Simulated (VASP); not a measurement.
A run of VASP 6.6.1:

Contents of INCAR:

```
SYSTEM = MoS2
PREC     = Accurate       ! precision mode
ENCUT    = 520            ! plane-wave cutoff, eV
EDIFF    = 1E-6           ! SCF threshold, eV
ISMEAR   = 0              ! smearing method
SIGMA    = 0.15           ! smearing width, eV
LREAL    = .False.        ! projectors in reciprocal space
LASPH    = .True.         ! aspherical terms in the spheres
NELM     = 100            ! most SCF steps
ALGO     = Normal         ! electronic algorithm
ISIF     = 2              ! what is computed and relaxed
LWAVE    = .False.        ! write WAVECAR
LCHARG   = .False.        ! write CHGCAR
NBANDS   = 20             ! bands
```

The input KPOINTS:

```
Automatic mesh
0
Gamma
  10 10 5
  0 0 0
```

File POSCAR:

```
MoS2
1.0
    3.2488395633      0.0000000000      0.0000000000
   -1.6244192783      2.8135769103      0.0000000000
    0.0000000000      0.0000000000      6.3542786753
Mo S
1 2
Direct
    0.0000000000      0.0000000000      0.5000000000
    0.3333333333      0.6666666667      0.2553190000
    0.6666666667      0.3333333333      0.7446810000
```

Potentials or basis: VASP PAW LDA potentials, release 64 (Mo_sv, S).

Launch:

```console
$ cat potpaw_LDA.64/Mo_sv/POTCAR potpaw_LDA.64/S/POTCAR > POTCAR
$ mpirun -np 1 vasp_std > vasp.out
```

Hardware: 1 thread of Intel(R) Xeon(R) 6975P-C (Granite Rapids) (shared host).

How long does it take, and how much memory?

It took 17 s on 1 thread of Intel(R) Xeon(R) 6975P-C (Granite Rapids), with other jobs on the host, peak memory 0.18 GiB. Counts: scf iterations 14, k points 58.
